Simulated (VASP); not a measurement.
Write the native input for VASP 6.6.1 that does the following.

| Item | Value |
| --- | --- |
| Task | single point |
| Functional | PBE |
| Potentials or basis | VASP PAW PBE potentials, release 64 (C_h, O_h, S) |
| Cutoff | 910 eV |
| k mesh | 1 × 1 × 1 |
| Occupations | fermi-dirac, width 0.02 eV |
| Spin | no spin polarisation |
| Dipole correction | no |
| Further INCAR settings | LREAL = Auto; ALGO = Normal; EDIFF = 1e-06; NBANDS = 126 |

The structure of CSO4 lies in POSCAR:

```
CSO4
1.0
    9.4353880000      0.0000000000      0.0000000000
    0.0000000000      9.4353880000      0.0000000000
    0.0000000000      0.0000000000      9.4353880000
C O S
6 24 6
Direct
    0.0492083632      0.2075590320      0.8309568192
    0.3516230599     -0.0239629785      0.8774625908
    0.4169727837      0.4947226336      0.8016734447
    0.7852989193      0.5061901005      0.6865112489
    0.5810253908      0.1208429372      0.1951801028
    0.8355035320      0.3619988918      0.2481826926
    0.1222737210      0.3085511693      0.8193727698
   -0.0310003150      0.1089939280      0.8283284164
    0.3064632848      0.0311804878      0.7758663449
    0.4173967197     -0.0794985855      0.9663513573
    0.4338560322      0.3730000293      0.7781132053
    0.3876682125      0.6042782766      0.8493450402
    0.6757326779      0.4795881208      0.6338054143
    0.8997192272      0.5396068503      0.7326248799
    0.6373134841      0.0744961415      0.2964583968
    0.5286693033      0.1712807147      0.0951842150
    0.7631906605      0.4253667152      0.3247243251
    0.9011182158      0.2983237149      0.1638406391
    0.5369148571      0.6982648726      0.2539270245
    0.4867950316      0.8158752984      0.4950935775
    0.1189670208      0.9213611565      0.1074359634
   -0.0058715127      0.9694884831      0.3350153698
    0.7750502682      0.2096363181      0.5739456607
    0.6796858804      0.0310427086      0.7531115838
    0.1920005833      0.5671202922      0.1816035546
    0.2157727907      0.3052656658      0.1894887629
    0.6522572257      0.7322539359     -0.0854654838
    0.8496311969      0.7395032404      0.0933082985
    0.4506120999      0.2873119791      0.3792212890
    0.3133628421      0.0688365969      0.4307507015
    0.5173714107      0.6912275362      0.4047422321
    0.1110712140      0.9067247685      0.2588446813
    0.7283961190      0.0646502295      0.6088673831
    0.2004369084      0.4313548102      0.1060687700
    0.7817060623      0.7918275327     -0.0376349123
    0.3348987874      0.2192278685      0.4496476457
```

One way to write it, as run:

INCAR

```
SYSTEM = CSO4
PREC     = Accurate       ! precision mode
ENCUT    = 910            ! plane-wave cutoff, eV
EDIFF    = 1E-6           ! SCF threshold, eV
ISMEAR   = -1             ! smearing method
SIGMA    = 0.02           ! smearing width, eV
LREAL    = Auto         
LASPH    = .True.         ! aspherical terms in the spheres
NELM     = 120            ! most SCF steps
ALGO     = Normal         ! electronic algorithm
ISIF     = 2              ! what is computed and relaxed
LWAVE    = .False.        ! write WAVECAR
LCHARG   = .True.         ! write CHGCAR
GGA      = PE             ! functional
LELF     = .True.         ! ELF
LVHAR    = .True.       
NBANDS   = 126            ! bands
GGA_COMPAT= .False.
```

KPOINTS

```
Automatic mesh
0
Gamma
  1 1 1
  0 0 0
```

Potentials or basis: VASP PAW PBE potentials, release 64 (C_h, O_h, S).

The run is started by

```sh
$ cat potpaw_PBE.64/C_h/POTCAR potpaw_PBE.64/O_h/POTCAR potpaw_PBE.64/S/POTCAR > POTCAR
$ mpirun -np 1 vasp_gam > vasp.out
```

It gave:

```json
{"Pressure": "-0.3 GPa", "Largest force": "2.860 eV/Å", "Band gap on the k mesh": "2.83 eV"}
```

Caveat: the k points lie up to 0.67 Å⁻¹ apart; the cutoff is under 1.25 times the usual one of these potentials, so pressure, stress and relaxed cells hold a basis-set (Pulay) error.

Run time: 13 min on 1 thread of AMD EPYC 7R43 64-Core Processor (Zen 3), with other jobs on the host, peak memory 1.5 GiB.
